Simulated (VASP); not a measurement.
# WC (Fm-3m) in VASP: notebook

The runs below take WC through single point, with r2SCAN.

Everything below comes from runs of VASP 6.6.1. Logs are shortened: lines on timing, memory, paths and dates and some standing lists are left out, and cuts for length are marked.

### 1 The cell of the first run

It takes space group Fm-3m (No. 225, cubic). The conventional cell has a = 4.296 Å, b = 4.296 Å, c = 4.296 Å, α = 90.00°, β = 90.00°, γ = 90.00°. Within 2.8 Å of W (site symmetry m-3m) lie 6 C at 2.15 Å. C (site symmetry m-3m) has 6 W at 2.15 Å within 2.8 Å.

### 2 Single point, r2SCAN

Contents of POSCAR:

```
WC
1.0
    0.0000000000      2.1479227872      2.1479227872
    2.1479227872      0.0000000000      2.1479227872
    2.1479227872      2.1479227872      0.0000000000
W C
1 1
Direct
    0.0000000000      0.0000000000      0.0000000000
    0.5000000000      0.5000000000      0.5000000000
```

Contents of INCAR.step1:

```
SYSTEM = WC
ALGO = Normal
EDIFF = 1E-4
ENCUT = 520
GGA = PE
ISMEAR = -1
LASPH = .True.
LCHARG = .False.
LREAL = .False.
LWAVE = .True.
NBANDS = 16
NELM = 60
PREC = Accurate
SIGMA = 0.1
```

Contents of INCAR.step2:

```
SYSTEM = WC
ALGO = Normal
EDIFF = 1E-6
ENCUT = 520
ISIF = 2
ISMEAR = -1
ISTART = 1
LASPH = .True.
LCHARG = .False.
LMIXTAU = .True.
LREAL = .False.
LWAVE = .False.
METAGGA = R2SCAN
NBANDS = 16
NELM = 60
PREC = Accurate
SIGMA = 0.1
```

Contents of KPOINTS:

```
k-points
0
Gamma
  11 11 11
  0 0 0
```

Potentials or basis: VASP PAW PBE potentials, release 64 (W_sv, C).

Started as:

```bash
cat potpaw_PBE.64/W_sv/POTCAR potpaw_PBE.64/C/POTCAR > POTCAR
cp INCAR.step1 INCAR
mpirun -np 1 vasp_std > vasp.out
cp INCAR.step2 INCAR
mpirun -np 1 vasp_std > vasp.out
```

OUTCAR:

```text
SYSTEM = WC
   EDIFF = 1E-6
   ENCUT = 520
   ISIF = 2
   ISMEAR = -1
   ISTART = 1
   LASPH = .True.
   LREAL = .False.
   METAGGA = R2SCAN
   NELM = 60
   PREC = Accurate

 ion  position               nearest neighbor table
   1  0.000  0.000  0.000-   2 2.15   2 2.15   2 2.15   2 2.15   2 2.15   2 2.15
   2  0.500  0.500  0.500-   1 2.15   1 2.15   1 2.15   1 2.15   1 2.15   1 2.15

  LATTYP: Found a face centered cubic cell.
 ALAT       =     4.2958455744

  Lattice vectors:

 A1 = (   0.0000000000,   2.1479227872,   2.1479227872)
 A2 = (   2.1479227872,   0.0000000000,   2.1479227872)
 A3 = (   2.1479227872,   2.1479227872,   0.0000000000)

Analysis of symmetry for initial positions (statically):
=====================================================================
 Subroutine PRICEL returns:
 Original cell was already a primitive cell.

 Routine SETGRP: Setting up the symmetry group for a
 face centered cubic supercell.

 Subroutine GETGRP returns: Found 48 space group operations
 (whereof 48 operations were pure point group operations)
 out of a pool of 48 trial point group operations.

The static configuration has the point symmetry O_h .

Analysis of symmetry for dynamics (positions and initial velocities):
=====================================================================
 Subroutine PRICEL returns:
 Original cell was already a primitive cell.

 Routine SETGRP: Setting up the symmetry group for a
 face centered cubic supercell.

 Subroutine GETGRP returns: Found 48 space group operations
 (whereof 48 operations were pure point group operations)
 out of a pool of 48 trial point group operations.

The dynamic configuration has the point symmetry O_h .

 Subroutine INISYM returns: Found 48 space group operations
 (whereof 48 operations are pure point group operations),
 and found     1 'primitive' translations

----------------------------------------------------------------------------------------

                                     Primitive cell

  volume of cell :      19.8192

  direct lattice vectors                    reciprocal lattice vectors
     0.000000000  2.147922787  2.147922787    -0.232783042  0.232783042  0.232783042
     2.147922787  0.000000000  2.147922787     0.232783042 -0.232783042  0.232783042
     2.147922787  2.147922787  0.000000000     0.232783042  0.232783042 -0.232783042

  length of vectors
     3.037621537  3.037621537  3.037621537     0.403192056  0.403192056  0.403192056

  position of ions in fractional coordinates (direct lattice)
     0.000000000  0.000000000  0.000000000
     0.500000000  0.500000000  0.500000000

  ion indices of the primitive-cell ions
   primitive index   ion index
                 1           1
                 2           2

----------------------------------------------------------------------------------------

 KPOINTS: k-points

Automatic generation of k-mesh.
 Grid dimensions read from file:
 generate k-points for:   11   11   11

 Generating k-lattice:

  Cartesian coordinates                     Fractional coordinates (reciprocal lattice)
    -0.021162095  0.021162095  0.021162095     0.090909091  0.000000000  0.000000000
     0.021162095 -0.021162095  0.021162095     0.000000000  0.090909091  0.000000000
     0.021162095  0.021162095 -0.021162095     0.000000000  0.000000000  0.090909091

  Length of vectors
     0.036653823  0.036653823  0.036653823

  Shift w.r.t. Gamma in fractional coordinates (k-lattice)
     0.000000000  0.000000000  0.000000000

 Subroutine IBZKPT returns following result:
 ===========================================

 Found     56 irreducible k-points:

 Following reciprocal coordinates:
            Coordinates               Weight
  0.000000  0.000000  0.000000      1.000000
  0.090909  0.000000  0.000000      8.000000
  0.181818  0.000000  0.000000      8.000000
  0.272727  0.000000  0.000000      8.000000
  0.363636  0.000000  0.000000      8.000000
  0.454545  0.000000  0.000000      8.000000
[... 16 lines left out ...]
 -0.272727  0.181818  0.000000     24.000000
 -0.181818  0.181818  0.000000     12.000000
 [... further k-points ...]
   k-points           NKPTS =     56   k-points in BZ     NKDIM =     56   number of bands    NBANDS=     16
   number of dos      NEDOS =    301   number of ions     NIONS =      2
   total plane-waves  NPLWV =  13824
   dimension x,y,z NGX =    24 NGY =   24 NGZ =   24
   dimension x,y,z NGXF=    48 NGYF=   48 NGZF=   48
   ions per type =               1   1
   NGX,Y,Z   is equivalent  to a cutoff of  13.13, 13.13, 13.13 a.u.
   NGXF,Y,Z  is equivalent  to a cutoff of  26.27, 26.27, 26.27 a.u.
 SYSTEM =  WC
   PREC   = accura    normal or accurate (medium, high low for compatibility)
   ISTART =      1    job   : 0-new  1-cont  2-samecut
   ICHARG =      0    charge: 1-file 2-atom 10-const
   ISPIN  =      1    spin polarized calculation?
   LNONCOLLINEAR =      F non collinear calculations
   LSORBIT =      F    spin-orbit coupling
   LASPH  =      T    aspherical Exc in radial PAW
   ENCUT  =  520.0 eV  38.22 Ry    6.18 a.u.   5.65  5.65  5.65*2*pi/ulx,y,z
   NELM   =     60;   NELMIN=  2; NELMDL=  0     # of ELM steps
   EDIFF  = 0.1E-05   stopping-criterion for ELM
   LREAL  =      F    real-space projection
   EDIFFG = 0.1E-04   stopping-criterion for IOM
   NSW    =      0    number of steps for IOM
   IBRION =     -1    ionic relax: 0-MD 1-quasi-New 2-CG
   NFREE  =      0    steps in history (QN), initial steepest desc. (CG)
   ISIF   =      2    stress and relaxation
   ISYM   =      2    0-nonsym 1-usesym 2-fastsym
   POTIM  = 0.5000    time-step for ionic-motion
   TEBEG  =    0.0;   TEEND  =   0.0 temperature during run
   PSTRESS=    0.0 pullay stress
   NELECT =      18.0000    total number of electrons
   NUPDOWN=      -1.0000    fix difference up-down
   EMIN   =  10.00;   EMAX   =-10.00  energy-range for DOS
   EFERMI =   0.00;   METHOD = LEGACY
   ISMEAR =    -1;   SIGMA  =   0.10  broadening in eV -4-tet -1-fermi 0-gaus
   EFERMI_NEDOS =   21; number of points for ismear=-14 and -15
   IALGO  =     38    algorithm
   IMIX   =      4    mixing-type and parameters
     AMIX     =   0.40;   BMIX     =  1.00
     AMIX_MAG =   1.60;   BMIX_MAG =  1.00
  volume/ion in A,a.u.               =       9.91        66.87
  Fermi-wavevector in a.u.,A,eV,Ry     =   1.585393  2.995959 34.197859  2.513472
  Thomas-Fermi vector in A             =   2.684865
   LORBIT       =      0    0 simple, 1 ext, 2 COOP (PROOUT), +10 PAW based schemes
   METAGGA = R2SCAN    functional components
   LHFCALC =     F    Hartree Fock is set to
   AEXX    =    0.0000 exact exchange contribution
   IVDW    =     0    specifies the selected vdW correction
   LEPSILON=     F    determine dielectric tensor
   LRPA    =     F    only Hartree local field effects (RPA)
 non-spin polarized calculation
  energy-cutoff  :      520.00
  volume of cell :       19.82
 maximum number of plane-waves:       542
   NGX = 11   NGY = 11   NGZ = 11

 number of electron      17.9999999 magnetization

 Free energy of the ion-electron system (eV)
  ---------------------------------------------------
  ext. energy  EPLUGINS =         0.00000000
  ---------------------------------------------------
  free energy    TOTEN  =       -60.55954798 eV

  energy without entropy =      -60.52240115  energy(sigma->0) =      -60.54097456

 E-fermi :  13.3892     XC(G=0): -15.2570

 val. band max:       13.3688364983   @ k =   0.2727   0.2727   0.0000
 cond. band min:      13.4320320168   @ k =   0.4545   0.0909   0.0000
 fundamental gap:      0.0631955185
 Fermi energy:        13.3891956144

 k-point     1 :       0.0000    0.0000    0.0000
  band No.  band energies     occupation
      1     -64.0480      2.00000
      2     -27.3726      2.00000
      3     -27.3726      2.00000
      4     -27.3726      2.00000
      5      -3.9019      2.00000
      6      10.2836      2.00000
[... 8 lines left out ...]
     15      23.8675      0.00000
     16      38.3875      0.00000

 k-point     2 :       0.0909    0.0000    0.0000
  band No.  band energies     occupation
      1     -64.0436      2.00000
      2     -27.4386      2.00000
      3     -27.3792      2.00000
      4     -27.3792      2.00000
      5      -3.6419      2.00000
      6       9.4080      2.00000
[... 8 lines left out ...]
     15      24.4599      0.00000
     16      36.1718      0.00000

 k-point     3 :       0.1818    0.0000    0.0000
  band No.  band energies     occupation
      1     -64.0316      2.00000
      2     -27.6124      2.00000
      3     -27.3970      2.00000
      4     -27.3970      2.00000
      5      -2.9030      2.00000
      6       7.7902      2.00000
[... 8 lines left out ...]
     15      25.8820      0.00000
     16      33.2476      0.00000

 k-point     4 :       0.2727    0.0000    0.0000
  band No.  band energies     occupation
      1     -64.0159      2.00000
      2     -27.8332      2.00000
      3     -27.4202      2.00000
      4     -27.4202      2.00000
      5      -1.7959      2.00000
      6       6.0640      2.00000
[... 8 lines left out ...]
     15      27.0681      0.00000
     16      31.0841      0.00000

 k-point     5 :       0.3636    0.0000    0.0000
  band No.  band energies     occupation
      1     -64.0014      2.00000
      2     -28.0299      2.00000
      3     -27.4413      2.00000
      4     -27.4413      2.00000
      5      -0.4703      2.00000
      6       4.4087      2.00000
[... 8 lines left out ...]
     15      28.2084      0.00000
     16      28.2416      0.00000

 k-point     6 :       0.4545    0.0000    0.0000
  band No.  band energies     occupation
      1     -63.9928      2.00000
      2     -28.1442      2.00000
      3     -27.4538      2.00000
      4     -27.4538      2.00000
      5       0.8521      2.00000
      6       2.9589      2.00000
[... 8 lines left out ...]
     15      26.3471      0.00000
     16      26.3471      0.00000

 k-point     7 :       0.0909    0.0909    0.0000
  band No.  band energies     occupation
      1     -64.0421      2.00000
      2     -27.4338      2.00000
      3     -27.3948      2.00000
      4     -27.3948      2.00000
      5      -3.5614      2.00000
      6       9.1033      2.00000
[... 8 lines left out ...]
     15      24.6591      0.00000
     16      35.9639      0.00000

 k-point     8 :       0.1818    0.0909    0.0000
  band No.  band energies     occupation
      1     -64.0326      2.00000
      2     -27.5629      2.00000
      3     -27.4200      2.00000
      4     -27.4061      2.00000
      5      -3.0026      2.00000
      6       7.6127      2.00000
[... 8 lines left out ...]
     15      25.8389      0.00000
     16      33.2241      0.00000

 k-point     9 :       0.2727    0.0909    0.0000
  band No.  band energies     occupation
      1     -64.0181      2.00000
      2     -27.7633      2.00000
      3     -27.4469      2.00000
      4     -27.4262      2.00000
      5      -2.0572      2.00000
      6       6.1839      2.00000
[... 8 lines left out ...]
     15      27.0630      0.00000
     16      30.9243      0.00000
[... 172 lines left out ...]
 k-point    19 :       0.3636    0.1818    0.0000
  band No.  band energies     occupation
      1     -64.0004      2.00000
      2     -27.8986      2.00000
      3     -27.5203      2.00000
      4     -27.5120      2.00000
      5      -1.1777      2.00000
      6       5.0152      2.00000
[... 8 lines left out ...]
     15      26.9527      0.00000
     16      29.4734      0.00000

 k-point    20 :       0.4545    0.1818    0.0000
  band No.  band energies     occupation
      1     -63.9894      2.00000
      2     -28.0255      2.00000
      3     -27.5683      2.00000
      4     -27.5176      2.00000
      5      -0.3074      2.00000
      6       4.3017      2.00000
[... 8 lines left out ...]
     15      26.1388      0.00000
     16      28.3986      0.00000

 k-point    21 :      -0.4545    0.1818    0.0000
  band No.  band energies     occupation
      1     -63.9845      2.00000
      2     -28.0761      2.00000
      3     -27.6110      2.00000
      4     -27.5035      2.00000
      5       0.3187      2.00000
      6       3.7038      2.00000
[... 8 lines left out ...]
     15      26.6852      0.00000
     16      28.3524      0.00000

 k-point    22 :      -0.3636    0.1818    0.0000
  band No.  band energies     occupation
      1     -63.9874      2.00000
      2     -28.0402      2.00000
      3     -27.6307      2.00000
      4     -27.4741      2.00000
      5       0.2491      2.00000
      6       3.7284      2.00000
[... 8 lines left out ...]
     15      26.9195      0.00000
     16      28.2743      0.00000

 k-point    23 :      -0.2727    0.1818    0.0000
  band No.  band energies     occupation
      1     -63.9971      2.00000
      2     -27.9363      2.00000
      3     -27.6125      2.00000
      4     -27.4386      2.00000
      5      -0.5423      2.00000
      6       4.5330      2.00000
[... 8 lines left out ...]
     15      27.1853      0.00000
     16      28.2931      0.00000

 k-point    24 :      -0.1818    0.1818    0.0000
  band No.  band energies     occupation
      1     -64.0105      2.00000
      2     -27.8080      2.00000
      3     -27.5490      2.00000
      4     -27.4081      2.00000
      5      -1.5364      2.00000
      6       5.7164      2.00000
[... 8 lines left out ...]
     15      27.3105      0.00000
     16      28.6092      0.00000

 [... further k-points ...]
[... 5 lines left out ...]
  --------------------------------------------------------------------------------------
  -------------------------------------------------------------------------------------
  Total        2.7850391      2.7850391      2.7850391     -0.0000000      0.0000000     -0.0000000
  in kB      225.1416713    225.1416713    225.1416713     -0.0000000      0.0000000     -0.0000000
  external PRESSURE =     225.1416713 kB  Pullay stress =       0.0000000 kB

 VOLUME and BASIS-vectors are now :
 -----------------------------------------------------------------------------
  energy-cutoff  :      520.00
  volume of cell :       19.82
      direct lattice vectors                 reciprocal lattice vectors
     0.000000000  2.147922787  2.147922787    -0.232783042  0.232783042  0.232783042
     2.147922787  0.000000000  2.147922787     0.232783042 -0.232783042  0.232783042
     2.147922787  2.147922787  0.000000000     0.232783042  0.232783042 -0.232783042

 POSITION                                       TOTAL-FORCE (eV/Angst)
 -----------------------------------------------------------------------------------
      0.00000      0.00000      0.00000        -0.000000     -0.000000     -0.000000
      2.14792      2.14792      2.14792         0.000000      0.000000      0.000000
 -----------------------------------------------------------------------------------
    total drift:                                0.000000     -0.000000     -0.000000

  FREE ENERGIE OF THE ION-ELECTRON SYSTEM (eV)
  ---------------------------------------------------
  free  energy   TOTEN  =       -60.5595479788 eV

  energy  without entropy=      -60.5224011451  energy(sigma->0) =      -60.54097456
```

It took 2.4 min on 1 thread of AMD EPYC, shared host; peak memory 0.12 GiB.

Results:

```yaml
Free_energy: -60.5595 eV
Pressure: 22.5 GPa
Band_gap_on_the_k_mesh: zero (band 9 reaches 14.48 eV, above the bottom of band 10 at 10.95 eV)
```

Caveat: the PAW data sets were made with another functional, which shifts forces and pressure a little; spin-orbit coupling is left out, which moves the levels of the heavy elements.

### 3 Single point, r2SCAN

This run uses another cell than the first one, of 10.12 Å³/atom, 1.021 times its volume.

Contents of POSCAR:

```
WC
1.0
    0.0000000000      2.1630495024      2.1630495024
    2.1630495024      0.0000000000      2.1630495024
    2.1630495024      2.1630495024      0.0000000000
W C
1 1
Direct
    0.0000000000      0.0000000000      0.0000000000
    0.5000000000      0.5000000000      0.5000000000
```

Contents of INCAR.step1:

```
PREC = Accurate ; ENCUT = 520
ISMEAR = -1 ; SIGMA = 0.1
LREAL = F ; LASPH = T
NELM = 100 ; NBANDS = 16
GGA = PE ; ALGO = Normal
EDIFF = 1E-4 ; LWAVE = T
LCHARG = F
```

Contents of INCAR.step2:

```
PREC = Accurate ; ENCUT = 520
EDIFF = 1E-6 ; ISMEAR = -1
SIGMA = 0.1 ; LREAL = F
LASPH = T ; NELM = 100
ALGO = Normal ; ISIF = 2
LWAVE = F ; LCHARG = F
METAGGA = R2SCAN ; LMIXTAU = T
NBANDS = 16 ; ISTART = 1
```

Contents of KPOINTS:

```
Automatic mesh
0
Gamma
  11 11 11
```

Potentials or basis: VASP PAW PBE potentials, release 64 (W_sv, C).

Started as:

```bash
cat potpaw_PBE.64/W_sv/POTCAR potpaw_PBE.64/C/POTCAR > POTCAR
cp INCAR.step1 INCAR
mpirun -np 1 vasp_std > vasp.out
cp INCAR.step2 INCAR
mpirun -np 1 vasp_std > vasp.out
```

Run time: 2.6 min. Hardware: 1 thread of AMD EPYC, shared host; peak memory 0.12 GiB.

Results (log left out):

```
Free energy            : -60.6063 eV
Pressure               : 12.9 GPa
Band gap on the k mesh : zero (band 9 reaches 14.10 eV, above the bottom of band 10 at 10.69 eV)
```

Levels at points of the mesh, in eV from the Fermi level:
```csv
k point,band 7,band 8,band 9,band 10,band 11,band 12
"(0.00, 0.00, 0.00)",-3.02,-3.02,-1.26,-1.26,-1.26,-1.08
```

Caveat: the PAW data sets were made with another functional, which shifts forces and pressure a little; spin-orbit coupling is left out, which moves the levels of the heavy elements.

(Continued in part 2 of 2.)
